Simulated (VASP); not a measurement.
# TiAl16O24 (a cell with a defect) in VASP: a series of runs

Runs on TiAl16O24 (a cell with a defect). Level: PBE. Tasks: single point.

Program: VASP 6.6.1. These are calculated values, not measurements. Logs are shortened: lines on timing, memory, paths and dates and some standing lists are left out, and cuts for length are marked.

**1. The cell of the first run**

The cell holds a defect, 41 atoms: a = 5.181 Å, b = 10.361 Å, c = 10.361 Å, α = 55.29°, β = 55.29°, γ = 55.29°.

**2. Single point, PBE**

INCAR reads:

```
  PREC = Accurate
  ENCUT = 520
  EDIFF = 1E-6
  ISMEAR = -1
  SIGMA = 0.01
  LREAL = Auto
  LASPH = True
  NELM = 120
  ALGO = Normal
  ISIF = 2
  LWAVE = False
  LCHARG = False
  GGA = PE
  NBANDS = 128
  NELECT = 202.0
  GGA_COMPAT = False
```

KPOINTS reads:

```
regular mesh
0
Gamma
  1 1 1
```

POSCAR reads:

```
TiAl16O24
1.0
    2.4039417622      1.3879164235      4.3742070937
   -4.8078835245      2.7758328471      8.7484141875
    0.0000000000     -5.5516656942      8.7484141875
Al O Ti
16 24 1
Direct
    0.6407226207      0.3140078721      0.3371905850
    0.8497392309      0.4239006610      0.4296822233
    0.1491711090      0.0710813567      0.0751420414
    0.3648784045      0.1629305605      0.1816815593
    0.6606928623      0.3143020351      0.8077511721
    0.8381449693      0.4103022356      0.9093056921
    0.1488820453      0.0718412880      0.5732647514
    0.3564129369      0.1736049584      0.6744296432
    0.6452456483      0.8258607380      0.3247700709
    0.8527917207      0.9276334868      0.4259235528
    0.1634906716      0.5891381572      0.0898507526
    0.3409899675      0.6851128016      0.1914737987
    0.6367865252      0.8365464562      0.8175026784
    0.8525399144      0.9283563192      0.9240610757
    0.1518774065      0.5756047660      0.5695301251
    0.3608816032      0.6854729101      0.6620460206
    0.4449070939      0.0249060307      0.3773784486
    0.9460740201      0.1261570271      0.2750353430
    0.0652606154      0.3671564468      0.2238689872
    0.7524052899      0.2173492864      0.0253204844
    0.2447568909      0.2768313467      0.4732631117
    0.5500919307      0.4711509648      0.1364493200
    0.4441659893      0.0298707982      0.8737832752
    0.9535265210      0.1199377942      0.7748535186
    0.0578893395      0.3744442354      0.7134708113
    0.7493417619      0.2207403873      0.5290783922
    0.2644520090      0.2739454162      0.9661313708
    0.5480550131      0.4732657253      0.6233059619
    0.4535758841      0.5261966017      0.3759473890
    0.9437130416      0.6250400471      0.2857114893
    0.0481808525      0.8795023710      0.2243545803
    0.7373318690      0.7254722778      0.0330752014
    0.2523126160      0.7787395015      0.4701215369
    0.5575107285      0.9695830661      0.1254155550
    0.4513613888      0.5283608888      0.8628757813
    0.9364006837      0.6323703771      0.7752755377
    0.0555907284      0.8733347490      0.7241548911
    0.7568569054      0.7226399700      0.5259568817
    0.2493052865      0.7820907450      0.9738752005
    0.5567636728      0.9745785293      0.6218039458
    1.0007474324      0.4997133599     -0.0004045889
```

Potentials or basis: VASP PAW PBE potentials, release 64 (Al, O, Ti_sv).

Launch:

```
cat potpaw_PBE.64/Al/POTCAR potpaw_PBE.64/O/POTCAR potpaw_PBE.64/Ti_sv/POTCAR > POTCAR
mpirun -np 1 vasp_gam > vasp.out
```

OUTCAR:

```text
PREC = Accurate
   ENCUT = 520
   EDIFF = 1E-6
   ISMEAR = -1
   LREAL = Auto
   LASPH = True
   NELM = 120
   ISIF = 2
   GGA = PE
   NELECT = 202.0

 ion  position               nearest neighbor table
   1  0.641  0.314  0.337-  21 1.83  18 1.86  22 1.89  26 1.92  29 2.02  19 2.05   2 2.69   8 2.70
                            41 2.90   4 2.90  12 2.96  10 3.17   2 3.23
   2  0.850  0.424  0.430-  28 1.85  21 1.85  30 1.90  29 1.95  26 1.98  19 2.03   1 2.69  11 2.79
                            15 2.79   7 2.82   5 3.07   1 3.23   9 3.28
   3  0.149  0.071  0.075-  31 1.84  23 1.87  20 1.89  18 1.98  34 1.99  27 2.00   4 2.68   6 2.78
                            10 2.81  14 2.81  12 3.13   4 3.21   8 3.27
   4  0.365  0.163  0.182-  17 1.82  20 1.88  19 1.90  34 1.93  18 1.98  27 2.07   3 2.68   9 2.70
                            41 2.89   1 2.90   5 2.98   7 3.21   3 3.21
   5  0.661  0.314  0.808-  24 1.79  28 1.82  27 1.86  25 2.01  20 2.10  35 2.10   6 2.51   8 2.77
                            41 2.91  16 2.96   4 2.98   2 3.07  14 3.13
   6  0.838  0.410  0.909-  25 1.82  20 1.82  35 1.84  27 2.05  36 2.09  22 2.19  41 2.28   5 2.51
                             3 2.78  15 2.79  11 2.88   8 3.32
   7  0.149  0.072  0.573-  17 1.85  26 1.87  37 1.88  24 1.96  21 1.99  40 1.99   8 2.68  14 2.81
                            10 2.81   2 2.82  16 3.17   4 3.21   8 3.24
   8  0.356  0.174  0.674-  26 1.86  25 1.86  23 1.87  40 1.96  24 1.98  21 1.99   7 2.68  13 2.70
                             1 2.70   5 2.77   7 3.24   3 3.27  15 3.28   6 3.32
   9  0.645  0.826  0.325-  33 1.86  30 1.86  34 1.87  17 1.96  31 1.98  38 1.99  10 2.68   4 2.70
                            16 2.70  12 2.77  10 3.24  14 3.27   2 3.28  11 3.32
  10  0.853  0.928  0.426-  40 1.85  33 1.87  18 1.88  31 1.96  38 1.99  17 1.99   9 2.68   3 2.81
                             7 2.81  15 2.82   1 3.17  13 3.21   9 3.24
  11  0.163  0.589  0.090-  30 1.82  39 1.82  22 1.84  32 2.05  19 2.09  35 2.19  41 2.28  12 2.51
                            14 2.78   2 2.79   6 2.88   9 3.32
  12  0.341  0.685  0.191-  31 1.79  29 1.82  32 1.86  30 2.01  22 2.10  39 2.10  11 2.51   9 2.77
                            41 2.91   1 2.96  13 2.98  15 3.07   3 3.13
  13  0.637  0.837  0.818-  40 1.82  39 1.88  36 1.90  23 1.93  37 1.98  32 2.07  14 2.68   8 2.70
                            41 2.89  16 2.90  12 2.98  10 3.21  14 3.21
  14  0.853  0.928  0.924-  24 1.84  34 1.87  39 1.89  37 1.98  23 1.99  32 2.00  13 2.68  11 2.78
                             7 2.81   3 2.81   5 3.13  13 3.21   9 3.27
  15  0.152  0.576  0.570-  29 1.85  38 1.85  25 1.90  28 1.95  33 1.98  36 2.03  16 2.69   6 2.79
                             2 2.79  10 2.82  12 3.07  16 3.23   8 3.28
  16  0.361  0.685  0.662-  38 1.83  37 1.86  35 1.89  33 1.92  28 2.02  36 2.05  15 2.69   9 2.70
                            41 2.90  13 2.90   5 2.96   7 3.17  15 3.23
  17  0.445  0.025  0.377-   4 1.82   7 1.85   9 1.96  10 1.99
  18  0.946  0.126  0.275-   1 1.86  10 1.88   3 1.98   4 1.98
  19  0.065  0.367  0.224-   4 1.90   2 2.03  41 2.03   1 2.05  11 2.09
  20  0.752  0.217  0.025-   6 1.82   4 1.88   3 1.89   5 2.10
  21  0.245  0.277  0.473-   1 1.83   2 1.85   7 1.99   8 1.99
  22  0.550  0.471  0.136-  11 1.84   1 1.89  41 2.02  12 2.10   6 2.19
  23  0.444  0.030  0.874-   8 1.87   3 1.87  13 1.93  14 1.99
[... 5 lines left out ...]
  29  0.454  0.526  0.376-  12 1.82  15 1.85   2 1.95   1 2.02
  30  0.944  0.625  0.286-  11 1.82   9 1.86   2 1.90  12 2.01
  31  0.048  0.880  0.224-  12 1.79   3 1.84  10 1.96   9 1.98
  32  0.737  0.725  0.033-  12 1.86  14 2.00  11 2.05  41 2.05  13 2.07
  33  0.252  0.779  0.470-   9 1.86  10 1.87  16 1.92  15 1.98
  34  0.558  0.970  0.125-   9 1.87  14 1.87   4 1.93   3 1.99
  35  0.451  0.528  0.863-   6 1.84  16 1.89  41 2.02   5 2.10  11 2.19
  36  0.936  0.632  0.775-  13 1.90  15 2.03  41 2.03  16 2.05   6 2.09
  37  0.056  0.873  0.724-  16 1.86   7 1.88  14 1.98  13 1.98
  38  0.757  0.723  0.526-  16 1.83  15 1.85  10 1.99   9 1.99
  39  0.249  0.782  0.974-  11 1.82  13 1.88  14 1.89  12 2.10
  40  0.557  0.975  0.622-  13 1.82  10 1.85   8 1.96   7 1.99
  41  0.001  0.500  1.000-  22 2.02  35 2.02  36 2.03  19 2.03  27 2.05  32 2.05   6 2.28  11 2.28
                            13 2.89   4 2.89   1 2.90  16 2.90  12 2.91   5 2.91

  LATTYP: Found a base centered monoclinic cell.
 ALAT       =    14.1357249094
 B/A-ratio  =     0.6802457681
 C/A-ratio  =     0.3664920514
 COS(beta)  =    -0.1016821369

  Lattice vectors:

 A1 = (   7.2118252867,  -1.3879164236,  -4.3742070938)
 A2 = (   2.4039417622,   6.9395821177,  -4.3742070938)
 A3 = (   2.4039417622,   1.3879164235,   4.3742070937)

Analysis of symmetry for initial positions (statically):
=====================================================================
 Subroutine PRICEL returns:
 Original cell was already a primitive cell.

 Routine SETGRP: Setting up the symmetry group for a
 base centered monoclinic supercell.

 Subroutine GETGRP returns: Found  1 space group operations
 (whereof  1 operations were pure point group operations)
 out of a pool of  4 trial point group operations.

[... 130 lines left out ...]

  Cartesian coordinates                     Fractional coordinates (reciprocal lattice)
     0.207991728  0.120084080  0.076204287     1.000000000  0.000000000  0.000000000
    -0.103995864  0.060042040  0.038102144     0.000000000  1.000000000 -0.000000000
    -0.000000000 -0.120084080  0.038102144    -0.000000000 -0.000000000  1.000000000

  Length of vectors
     0.251967931  0.125983966  0.125983966

  Shift w.r.t. Gamma in fractional coordinates (k-lattice)
     0.000000000  0.000000000  0.000000000

 Subroutine IBZKPT returns following result:
 ===========================================

 Found      1 irreducible k-points:

 Following reciprocal coordinates:
            Coordinates               Weight
  0.000000  0.000000  0.000000      1.000000
   k-points           NKPTS =      1   k-points in BZ     NKDIM =      1   number of bands    NBANDS=    128
   number of dos      NEDOS =    301   number of ions     NIONS =     41
   total plane-waves  NPLWV = 256000
   dimension x,y,z NGX =    40 NGY =   80 NGZ =   80
   dimension x,y,z NGXF=    80 NGYF=  160 NGZF=  160
   ions per type =              16  24   1
   NGX,Y,Z   is equivalent  to a cutoff of  12.84, 12.84, 12.84 a.u.
   NGXF,Y,Z  is equivalent  to a cutoff of  25.67, 25.67, 25.67 a.u.
 SYSTEM =  unknown system
   PREC   = accura    normal or accurate (medium, high low for compatibility)
   ISTART =      0    job   : 0-new  1-cont  2-samecut
   ICHARG =      2    charge: 1-file 2-atom 10-const
   ISPIN  =      1    spin polarized calculation?
   LNONCOLLINEAR =      F non collinear calculations
   LSORBIT =      F    spin-orbit coupling
   LASPH  =      T    aspherical Exc in radial PAW
   ENCUT  =  520.0 eV  38.22 Ry    6.18 a.u.   9.63 19.27 19.27*2*pi/ulx,y,z
   NELM   =    120;   NELMIN=  2; NELMDL= -5     # of ELM steps
   EDIFF  = 0.1E-05   stopping-criterion for ELM
   LREAL  =      T    real-space projection
   EDIFFG = 0.1E-04   stopping-criterion for IOM
   NSW    =      0    number of steps for IOM
   IBRION =     -1    ionic relax: 0-MD 1-quasi-New 2-CG
   NFREE  =      0    steps in history (QN), initial steepest desc. (CG)
   ISIF   =      2    stress and relaxation
   ISYM   =      2    0-nonsym 1-usesym 2-fastsym
   POTIM  = 0.5000    time-step for ionic-motion
   TEBEG  =    0.0;   TEEND  =   0.0 temperature during run
   PSTRESS=    0.0 pullay stress
   NELECT =     202.0000    total number of electrons
   NUPDOWN=      -1.0000    fix difference up-down
   EMIN   =  10.00;   EMAX   =-10.00  energy-range for DOS
   EFERMI =   0.00;   METHOD = LEGACY
   ISMEAR =    -1;   SIGMA  =   0.01  broadening in eV -4-tet -1-fermi 0-gaus
   EFERMI_NEDOS =   21; number of points for ismear=-14 and -15
   IALGO  =     38    algorithm
   IMIX   =      4    mixing-type and parameters
     AMIX     =   0.40;   BMIX     =  1.00
     AMIX_MAG =   1.60;   BMIX_MAG =  1.00
  volume/ion in A,a.u.               =       8.54        57.65
  Fermi-wavevector in a.u.,A,eV,Ry     =   1.362676  2.575085 25.264474  1.856886
  Thomas-Fermi vector in A             =   2.489145
   LORBIT       =      0    0 simple, 1 ext, 2 COOP (PROOUT), +10 PAW based schemes
   GGA     = PE    functional components
   LHFCALC =     F    Hartree Fock is set to
   AEXX    =    0.0000 exact exchange contribution
   IVDW    =     0    specifies the selected vdW correction
   LEPSILON=     F    determine dielectric tensor
   LRPA    =     F    only Hartree local field effects (RPA)
 non-spin polarized calculation
  energy-cutoff  :      520.00
  volume of cell :      350.27
 maximum number of plane-waves:      4692
 NGX is ok and might be reduce to    40
   NGX = 19   NGY = 39   NGZ = 39

 number of electron     202.0000002 magnetization

 Free energy of the ion-electron system (eV)
  ---------------------------------------------------
  ext. energy  EPLUGINS =         0.00000000
  ---------------------------------------------------
  free energy    TOTEN  =      -318.57683589 eV

  energy without entropy =     -318.57683589  energy(sigma->0) =     -318.57683589

 E-fermi :  10.5064     XC(G=0): -11.6902

 val. band max:       10.2471177093   @ k =   0.0000   0.0000   0.0000
 cond. band min:      11.0043005886   @ k =   0.0000   0.0000   0.0000
 fundamental gap:      0.7571828793
 Fermi energy:        10.5064288236

 k-point     1 :       0.0000    0.0000    0.0000
  band No.  band energies     occupation
      1     -47.1662      2.00000
      2     -24.0288      2.00000
      3     -23.8663      2.00000
      4     -23.1183      2.00000
      5     -12.7995      2.00000
      6     -11.8389      2.00000
[... 105 lines left out ...]
    112      15.5628      0.00000
    113      15.6903      0.00000
 [bands above 113 left out]

------------------------ aborting loop because EDIFF is reached ----------------------------------------

  FORCE on cell =-STRESS in cart. coord.  units (eV):
  Direction    XX          YY          ZZ          XY          YZ          ZX
  --------------------------------------------------------------------------------------
  -------------------------------------------------------------------------------------
  Total       -0.8365852      4.1430443      0.8187825     -3.4269549     -1.1856077     -0.2668892
  in kB       -3.8266870     18.9510082      3.7452544    -15.6754902     -5.4231765     -1.2207977
  external PRESSURE =       6.2898585 kB  Pullay stress =       0.0000000 kB

 VOLUME and BASIS-vectors are now :
 -----------------------------------------------------------------------------
  energy-cutoff  :      520.00
  volume of cell :      350.27
      direct lattice vectors                 reciprocal lattice vectors
     2.403941762  1.387916424  4.374207094     0.207991728  0.120084080  0.076204287
    -4.807883525  2.775832847  8.748414187    -0.103995864  0.060042040  0.038102144
     0.000000000 -5.551665694  8.748414187    -0.000000000 -0.120084080  0.038102144

 POSITION                                       TOTAL-FORCE (eV/Angst)
 -----------------------------------------------------------------------------------
      0.03055     -0.11107      8.49961        -0.018794     -0.223303     -0.073336
      0.00466     -0.02941     11.18443         0.044311     -0.082965      0.060099
      0.01685     -0.01282      1.93173        -0.024898      0.037652     -0.048913
      0.09380     -0.04995      4.61086         0.065106      0.101391      0.004053
      0.07714     -2.69493     12.70619         0.060089     -0.087261     -0.042157
      0.04217     -2.74596     15.21070         0.013829     -0.031106      0.029608
[... 33 lines left out ...]
     -3.34723      0.02596     16.40121        -0.200529      0.361799     -0.034165
     -2.40077     -4.16126     13.11984        -0.005347     -0.006909      0.007380
 -----------------------------------------------------------------------------------
    total drift:                               -0.003622     -0.009309      0.013998

  FREE ENERGIE OF THE ION-ELECTRON SYSTEM (eV)
  ---------------------------------------------------
  free  energy   TOTEN  =      -318.5768358937 eV

  energy  without entropy=     -318.5768358937  energy(sigma->0) =     -318.57683589
```

It took 62 s on 1 thread of AMD EPYC 9R45 (Zen 5), shared host; peak memory 0.5 GiB.

Results:

```yaml
Free_energy: -318.5768 eV
Largest_force: 0.785 eV/Å
```

Forces in eV/Å, atoms in the order of the input:
```
Al  -0.019 -0.223 -0.073
Al   0.044 -0.083  0.060
Al  -0.025  0.038 -0.049
Al   0.065  0.101  0.004
Al   0.060 -0.087 -0.042
Al   0.014 -0.031  0.030
Al  -0.087  0.042 -0.034
Al  -0.001  0.070  0.033
Al   0.002 -0.070 -0.033
Al   0.083 -0.042  0.034
Al  -0.013  0.030 -0.026
Al  -0.058  0.090  0.038
Al  -0.067 -0.101 -0.005
Al   0.025 -0.037  0.049
Al  -0.045  0.084 -0.060
Al   0.021  0.225  0.072
O    0.201 -0.364  0.033
O   -0.230  0.385  0.054
O    0.228 -0.022 -0.026
O    0.352 -0.657  0.084
O   -0.382  0.686  0.030
O   -0.307  0.506 -0.124
O    0.204 -0.396  0.062
O   -0.220  0.426  0.027
O    0.236 -0.362 -0.002
O    0.359 -0.620 -0.033
O   -0.289  0.665  0.000
O   -0.275  0.390 -0.034
O    0.274 -0.388  0.035
O   -0.235  0.361  0.003
O    0.222 -0.426 -0.026
O    0.290 -0.666 -0.004
O   -0.358  0.620  0.033
O   -0.204  0.396 -0.062
O    0.306 -0.505  0.126
O   -0.227  0.022  0.025
O    0.234 -0.386 -0.058
O    0.381 -0.684 -0.030
O   -0.352  0.659 -0.085
O   -0.201  0.362 -0.034
Ti  -0.005 -0.007  0.007
```

Caveat: the k points lie up to 1.22 Å⁻¹ apart, too coarse for converged energies, forces and pressures; the cell carries a net charge on a neutralising background, which shifts energy and pressure; the cell is charged against a uniform background, so pressure and absolute levels hang on convention.

(Part 1 of 3 ends here.)
